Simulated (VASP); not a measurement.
The system is TiO2.

```
CELL_PARAMETERS angstrom
4.59984 0.00000 0.00000
0.00000 4.59984 0.00000
0.00000 0.00000 2.95921
ATOMIC_POSITIONS crystal
Ti 0.00000 0.00000 0.50000
Ti 0.50000 0.50000 0.00000
O 0.30432 0.30432 0.50000
O 0.19568 0.80432 0.00000
O 0.80432 0.19568 0.00000
O 0.69568 0.69568 0.50000
```

Program: VASP 6.6.1. Alike in all runs: task single point; potentials or basis VASP PAW PBE potentials, release 64 (Ti_sv, O); no spin polarisation; cell as given; cutoff (eV) 520.

**Question.** Order these runs on this cell by their pressure, lowest first.
A. level HSE06; k mesh 4 × 4 × 4; smearing gaussian 0.01 eV; grid for exact exchange (PRECFOCK) Normal; share of exact exchange 0.25; screening parameter 0.2079 1/Å
B. level PBE+U; U Ti d U = 8.0 eV; k mesh 6 × 6 × 9; smearing fermi-dirac 0.05 eV
C. level PBE; k mesh 4 × 4 × 7; smearing fermi-dirac 0.05 eV
D. level PBE+U; U Ti d U = 6.0 eV; k mesh 6 × 6 × 9; smearing fermi-dirac 0.05 eV

**Answer.** A (-3.1 GPa), C (4.9 GPa), D (16.2 GPa), B (20.1 GPa).

Caveats: some runs use coarse meshes; the stress differs along the axes, from 17 to 26 GPa (at least some runs); the stress differs along the axes, from 14 to 21 GPa (at least some runs); the cell stands under pressure (at least some runs); the PAW data sets were made with another functional, which shifts forces and pressure a little (at least some runs).
